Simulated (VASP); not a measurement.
# CdSe (P6_3/mmc) in VASP: single point with PBE0

Aim: the single point of CdSe with PBE0.

All numbers are computed with VASP 6.6.1; they aren't measurements. Logs are shortened: lines on timing, memory, paths and dates and some standing lists are left out, and cuts for length are marked.

### 1 The cell of the first run

The structure is hexagonal, space group P6_3/mmc (No. 194). The conventional cell has a = 4.019 Å, b = 4.019 Å, c = 6.659 Å, α = 90.00°, β = 90.00°, γ = 120.00°. Cd (site symmetry -3m) has 6 Se at 2.86 Å and 2 Cd at 3.33 Å within 3.8 Å. Se (site symmetry -6m2) has 6 Cd at 2.86 Å within 3.8 Å.

### 2 Single point, PBE0

The input, POSCAR:

```
CdSe
1.0
    4.0193510158      0.0000000000      0.0000000000
   -2.0096755079      3.4808600864      0.0000000000
    0.0000000000      0.0000000000      6.6587247895
Cd Se
2 2
Direct
    0.0000000000      0.0000000000      0.0000000000
    0.0000000000      0.0000000000      0.5000000000
    0.3333333333      0.6666666667      0.2500000000
    0.6666666667      0.3333333333      0.7500000000
```

The input, INCAR.step1:

```
SYSTEM = CdSe
PREC = Accurate
ENCUT = 520
EDIFF = 1E-5
ISMEAR = 0
SIGMA = 0.01
LREAL = .False.
LASPH = .True.
NELM = 100
ALGO = Normal
ISIF = 2
LWAVE = .True.
LCHARG = .False.
NBANDS = 26
GGA = PE
KPAR = 4
```

The input, INCAR.step2:

```
SYSTEM = CdSe
PREC = Accurate
ENCUT = 520
EDIFF = 1E-6
ISMEAR = 0
SIGMA = 0.01
LREAL = .False.
LASPH = .True.
NELM = 100
ALGO = Normal
ISIF = 2
LWAVE = .False.
LCHARG = .False.
GGA = PE
LHFCALC = .True.
AEXX = 0.25
PRECFOCK = Normal
NBANDS = 26
ISTART = 1
KPAR = 4
```

The input, KPOINTS:

```
Automatic mesh
0
Gamma
  6 6 4
  0 0 0
```

Potentials or basis: VASP PAW PBE potentials, release 64 (Cd, Se).

Launch:

```sh
$ cat potpaw_PBE.64/Cd/POTCAR potpaw_PBE.64/Se/POTCAR > POTCAR
$ cp INCAR.step1 INCAR
$ mpirun -np 4 vasp_std > vasp.out
$ cp INCAR.step2 INCAR
$ mpirun -np 4 vasp_std > vasp.out
```

OUTCAR:

```text
SYSTEM = CdSe
   PREC = Accurate
   ENCUT = 520
   EDIFF = 1E-6
   ISMEAR = 0
   LREAL = .False.
   LASPH = .True.
   NELM = 100
   ISIF = 2
   GGA = PE
   LHFCALC = .True.
   AEXX = 0.25
   PRECFOCK = Normal
   ISTART = 1

 ion  position               nearest neighbor table
   1  0.000  0.000  0.000-   3 2.86   4 2.86   3 2.86   4 2.86   4 2.86   3 2.86   2 3.33   2 3.33

   2  0.000  0.000  0.500-   3 2.86   4 2.86   3 2.86   4 2.86   4 2.86   3 2.86   1 3.33   1 3.33

   3  0.333  0.667  0.250-   1 2.86   2 2.86   1 2.86   2 2.86   1 2.86   2 2.86
   4  0.667  0.333  0.750-   1 2.86   2 2.86   1 2.86   2 2.86   1 2.86   2 2.86

  LATTYP: Found a hexagonal cell.
 ALAT       =     4.0193510158
 C/A-ratio  =     1.6566666517

  Lattice vectors:

 A1 = (   4.0193510158,   0.0000000000,   0.0000000000)
 A2 = (  -2.0096755079,   3.4808600864,   0.0000000000)
 A3 = (   0.0000000000,   0.0000000000,   6.6587247895)

Analysis of symmetry for initial positions (statically):
=====================================================================
 Subroutine PRICEL returns:
 Original cell was already a primitive cell.

 Routine SETGRP: Setting up the symmetry group for a
 hexagonal supercell.

 Subroutine GETGRP returns: Found 24 space group operations
 (whereof 12 operations were pure point group operations)
 out of a pool of 24 trial point group operations.

The static configuration has the point symmetry D_3d.
 The point group associated with its full space group is D_6h.

Analysis of symmetry for dynamics (positions and initial velocities):
=====================================================================
 Subroutine PRICEL returns:
 Original cell was already a primitive cell.

 Routine SETGRP: Setting up the symmetry group for a
 hexagonal supercell.

 Subroutine GETGRP returns: Found 24 space group operations
 (whereof 12 operations were pure point group operations)
 out of a pool of 24 trial point group operations.

The dynamic configuration has the point symmetry D_3d.
 The point group associated with its full space group is D_6h.

 Subroutine INISYM returns: Found 24 space group operations
 (whereof 12 operations are pure point group operations),
 and found     1 'primitive' translations

----------------------------------------------------------------------------------------

                                     Primitive cell

  volume of cell :      93.1609

  direct lattice vectors                    reciprocal lattice vectors
     4.019351016  0.000000000  0.000000000     0.248796384  0.143642659  0.000000000
    -2.009675508  3.480860086  0.000000000     0.000000000  0.287285319  0.000000000
     0.000000000  0.000000000  6.658724789     0.000000000  0.000000000  0.150178905

  length of vectors
     4.019351016  4.019351016  6.658724789     0.287285319  0.287285319  0.150178905

  position of ions in fractional coordinates (direct lattice)
     0.000000000  0.000000000  0.000000000
     0.000000000  0.000000000  0.500000000
     0.333333333  0.666666667  0.250000000
     0.666666667  0.333333333  0.750000000

  ion indices of the primitive-cell ions
   primitive index   ion index
                 1           1
                 2           2
                 3           3
                 4           4

----------------------------------------------------------------------------------------

 KPOINTS: Automatic mesh

Automatic generation of k-mesh.
 Grid dimensions read from file:
 generate k-points for:    6    6    4

 Generating k-lattice:

  Cartesian coordinates                     Fractional coordinates (reciprocal lattice)
     0.041466064  0.023940443  0.000000000     0.166666667 -0.000000000  0.000000000
     0.000000000  0.047880886  0.000000000     0.000000000  0.166666667  0.000000000
     0.000000000  0.000000000  0.037544726     0.000000000  0.000000000  0.250000000

  Length of vectors
     0.047880886  0.047880886  0.037544726

  Shift w.r.t. Gamma in fractional coordinates (k-lattice)
     0.000000000  0.000000000  0.000000000

 Subroutine IBZKPT returns following result:
 ===========================================

 Found     21 irreducible k-points:

 Following reciprocal coordinates:
            Coordinates               Weight
  0.000000  0.000000  0.000000      1.000000
  0.166667  0.000000  0.000000      6.000000
  0.333333 -0.000000  0.000000      6.000000
  0.500000  0.000000  0.000000      3.000000
  0.166667  0.166667  0.000000      6.000000
  0.333333  0.166667  0.000000     12.000000
[... 13 lines left out ...]
  0.333333  0.166667  0.500000     12.000000
  0.333333  0.333333  0.500000      2.000000
   k-points           NKPTS =     21   k-points in BZ     NKDIM =    144   number of bands    NBANDS=     26
   number of dos      NEDOS =    301   number of ions     NIONS =      4
   total plane-waves  NPLWV =  45000
   dimension x,y,z NGX =    30 NGY =   30 NGZ =   50
   dimension x,y,z NGXF=    60 NGYF=   60 NGZF=  100
   ions per type =               2   2
   NGX,Y,Z   is equivalent  to a cutoff of  12.41, 12.41, 12.48 a.u.
   NGXF,Y,Z  is equivalent  to a cutoff of  24.82, 24.82, 24.97 a.u.
 SYSTEM =  CdSe
   PREC   = accura    normal or accurate (medium, high low for compatibility)
   ISTART =      1    job   : 0-new  1-cont  2-samecut
   ICHARG =      0    charge: 1-file 2-atom 10-const
   ISPIN  =      1    spin polarized calculation?
   LNONCOLLINEAR =      F non collinear calculations
   LSORBIT =      F    spin-orbit coupling
   LASPH  =      T    aspherical Exc in radial PAW
   ENCUT  =  520.0 eV  38.22 Ry    6.18 a.u.   7.47  7.47 12.38*2*pi/ulx,y,z
   NELM   =    100;   NELMIN=  2; NELMDL=  0     # of ELM steps
   EDIFF  = 0.1E-05   stopping-criterion for ELM
   LREAL  =      F    real-space projection
   EDIFFG = 0.1E-04   stopping-criterion for IOM
   NSW    =      0    number of steps for IOM
   IBRION =     -1    ionic relax: 0-MD 1-quasi-New 2-CG
   NFREE  =      0    steps in history (QN), initial steepest desc. (CG)
   ISIF   =      2    stress and relaxation
   ISYM   =      3    0-nonsym 1-usesym 2-fastsym
   POTIM  = 0.5000    time-step for ionic-motion
   TEBEG  =    0.0;   TEEND  =   0.0 temperature during run
   PSTRESS=    0.0 pullay stress
   NELECT =      36.0000    total number of electrons
   NUPDOWN=      -1.0000    fix difference up-down
   EMIN   =  10.00;   EMAX   =-10.00  energy-range for DOS
   EFERMI =   0.00;   METHOD = LEGACY
   ISMEAR =     0;   SIGMA  =   0.01  broadening in eV -4-tet -1-fermi 0-gaus
   EFERMI_NEDOS =   21; number of points for ismear=-14 and -15
   IALGO  =     38    algorithm
   IMIX   =      1    mixing-type and parameters
     AMIX     =   0.40;   BMIX     =  1.00
     AMIX_MAG =   1.60;   BMIX_MAG =  1.00
  volume/ion in A,a.u.               =      23.29       157.17
  Fermi-wavevector in a.u.,A,eV,Ry     =   1.192425  2.253357 19.345822  1.421878
  Thomas-Fermi vector in A             =   2.328464
   LORBIT       =      0    0 simple, 1 ext, 2 COOP (PROOUT), +10 PAW based schemes
   GGA     = PE    functional components
   LHFCALC =     T    Hartree Fock is set to
   PRECFOCK=normal    Normal, Fast or Accurate (Low or Medium for compatibility)
   ENCUT4O =  -1.0   cutoff for four orbital integrals eV
   NKREDX  =     1    reduce k-point grid by
   NKREDY  =     1    reduce k-point grid by
   NKREDZ  =     1    reduce k-point grid by
   AEXX    =    0.2500 exact exchange contribution
   HFSCREEN=    0.0000 screening length (either q_TF or 0.3 A-1)
   HFSCREENC=   0.0000 screening length for correlation (either q_TF or 0.3 A-1)
   ENCUTFOCK=  -1.0 apply spherical cutoff to Coloumb kernel
   IVDW    =     0    specifies the selected vdW correction
   LEPSILON=     F    determine dielectric tensor
   LRPA    =     F    only Hartree local field effects (RPA)
 non-spin polarized calculation
 Gauss-broadening in eV      SIGMA  =   0.01
  energy-cutoff  :      520.00
  volume of cell :       93.16
 maximum number of plane-waves:      2539
 NGX is ok and might be reduce to    30
  NGX = 24; NGY = 24; NGZ = 40

 number of electron      36.0000011 magnetization

 Free energy of the ion-electron system (eV)
  ---------------------------------------------------
  ext. energy  EPLUGINS =         0.00000000
  ---------------------------------------------------
  free energy    TOTEN  =       -14.06189658 eV

  energy without entropy =      -14.06189658  energy(sigma->0) =      -14.06189658

 E-fermi :   1.6436     XC(G=0):  -7.9430

 val. band max:        1.5682792334   @ k =   0.1667   0.0000   0.0000
 cond. band min:       2.9610257904   @ k =   0.0000   0.0000   0.0000
 fundamental gap:      1.3927465570
 Fermi energy:         1.6436297562

 k-point     1 :       0.0000    0.0000    0.0000
  band No.  band energies     occupation
      1     -12.7446      2.00000
      2     -11.6964      2.00000
      3      -8.1424      2.00000
      4      -8.1264      2.00000
      5      -8.1264      2.00000
      6      -7.8312      2.00000
[... 18 lines left out ...]
     25      11.4877      0.00000
     26      11.4877      0.00000

 k-point     2 :       0.1667    0.0000    0.0000
  band No.  band energies     occupation
      1     -12.5424      2.00000
      2     -11.7146      2.00000
      3      -8.1333      2.00000
      4      -8.1189      2.00000
      5      -7.9129      2.00000
      6      -7.8825      2.00000
[... 18 lines left out ...]
     25      10.5900      0.00000
     26      11.2733      0.00000

 k-point     3 :       0.3333   -0.0000    0.0000
  band No.  band energies     occupation
      1     -12.0858      2.00000
      2     -11.7294      2.00000
      3      -8.1309      2.00000
      4      -8.1296      2.00000
      5      -7.9938      2.00000
      6      -7.9229      2.00000
[... 18 lines left out ...]
     25      10.9169      0.00000
     26      12.5246      0.00000

 k-point     4 :       0.5000    0.0000    0.0000
  band No.  band energies     occupation
      1     -11.8870      2.00000
      2     -11.6538      2.00000
      3      -8.1505      2.00000
      4      -8.1432      2.00000
      5      -8.0495      2.00000
      6      -7.9709      2.00000
[... 18 lines left out ...]
     25      11.2192      0.00000
     26      14.0201      0.00000

 k-point     5 :       0.1667    0.1667    0.0000
  band No.  band energies     occupation
      1     -12.2040      2.00000
      2     -11.7360      2.00000
      3      -8.1547      2.00000
      4      -8.0722      2.00000
      5      -7.9313      2.00000
      6      -7.8844      2.00000
[... 18 lines left out ...]
     25      11.5281      0.00000
     26      12.1242      0.00000

 k-point     6 :       0.3333    0.1667    0.0000
  band No.  band energies     occupation
      1     -11.8469      2.00000
      2     -11.7115      2.00000
      3      -8.1497      2.00000
      4      -8.0399      2.00000
      5      -7.9873      2.00000
      6      -7.9291      2.00000
[... 340 lines left out ...]
 k-point    18 :       0.5000    0.0000    0.5000
  band No.  band energies     occupation
      1     -11.7735      2.00000
      2     -11.7735      2.00000
      3      -7.9386      2.00000
      4      -7.9386      2.00000
      5      -7.8856      2.00000
      6      -7.8856      2.00000
[... 18 lines left out ...]
     25      11.0495      0.00000
     26      11.0495      0.00000

 k-point    19 :       0.1667    0.1667    0.5000
  band No.  band energies     occupation
      1     -11.9697      2.00000
      2     -11.9697      2.00000
      3      -7.9753      2.00000
      4      -7.9753      2.00000
      5      -7.8672      2.00000
      6      -7.8672      2.00000
[... 18 lines left out ...]
     25      11.3627      0.00000
     26      11.3627      0.00000

 k-point    20 :       0.3333    0.1667    0.5000
  band No.  band energies     occupation
      1     -11.7755      2.00000
      2     -11.7755      2.00000
      3      -8.0074      2.00000
      4      -8.0074      2.00000
      5      -7.8477      2.00000
      6      -7.8477      2.00000
[... 18 lines left out ...]
     25      12.1800      0.00000
     26      12.1800      0.00000

 k-point    21 :       0.3333    0.3333    0.5000
  band No.  band energies     occupation
      1     -11.7116      2.00000
      2     -11.7116      2.00000
      3      -8.0607      2.00000
      4      -8.0607      2.00000
      5      -7.7952      2.00000
      6      -7.7952      2.00000
[... 18 lines left out ...]
     25      11.8981      0.00000
     26      11.8981      0.00000

------------------------ aborting loop because EDIFF is reached ----------------------------------------

  FORCE on cell =-STRESS in cart. coord.  units (eV):
  Direction    XX          YY          ZZ          XY          YZ          ZX
  --------------------------------------------------------------------------------------
  -------------------------------------------------------------------------------------
  Total        0.0773795      0.0773795      0.0152303      0.0000000     -0.0000000      0.0000000
  in kB        1.3307703      1.3307703      0.2619296      0.0000000     -0.0000000      0.0000000
  external PRESSURE =       0.9744901 kB  Pullay stress =       0.0000000 kB

 VOLUME and BASIS-vectors are now :
 -----------------------------------------------------------------------------
  energy-cutoff  :      520.00
  volume of cell :       93.16
      direct lattice vectors                 reciprocal lattice vectors
     4.019351016  0.000000000  0.000000000     0.248796384  0.143642659  0.000000000
    -2.009675508  3.480860086  0.000000000     0.000000000  0.287285319  0.000000000
     0.000000000  0.000000000  6.658724789     0.000000000  0.000000000  0.150178905

 POSITION                                       TOTAL-FORCE (eV/Angst)
 -----------------------------------------------------------------------------------
      0.00000      0.00000      0.00000        -0.000000      0.000000     -0.000000
      0.00000      0.00000      3.32936        -0.000000      0.000000     -0.000000
     -0.00000      2.32057      1.66468        -0.000000     -0.000000     -0.000000
      2.00968      1.16029      4.99404         0.000000      0.000000      0.000000
 -----------------------------------------------------------------------------------
    total drift:                               -0.000000      0.000000     -0.000000

  FREE ENERGIE OF THE ION-ELECTRON SYSTEM (eV)
  ---------------------------------------------------
  free  energy   TOTEN  =       -14.0618965841 eV

  energy  without entropy=      -14.0618965841  energy(sigma->0) =      -14.06189658
```

It took 57 min on 4 MPI ranks of Intel Xeon Platinum 8488C (Sapphire Rapids), shared host; peak memory 0.29 GiB.

What came out:

```
Free energy            : -14.0619 eV
Pressure               : 0.1 GPa
Band gap on the k mesh : 1.39 eV (least direct gap 1.45 eV)
```

Stress tensor (GPa, compression positive):
```
0.13 0.00 0.00
0.00 0.13 0.00
0.00 0.00 0.03
```

Caveat: the PAW data sets were made with another functional, which shifts forces and pressure a little. A k mesh can miss the band edges.
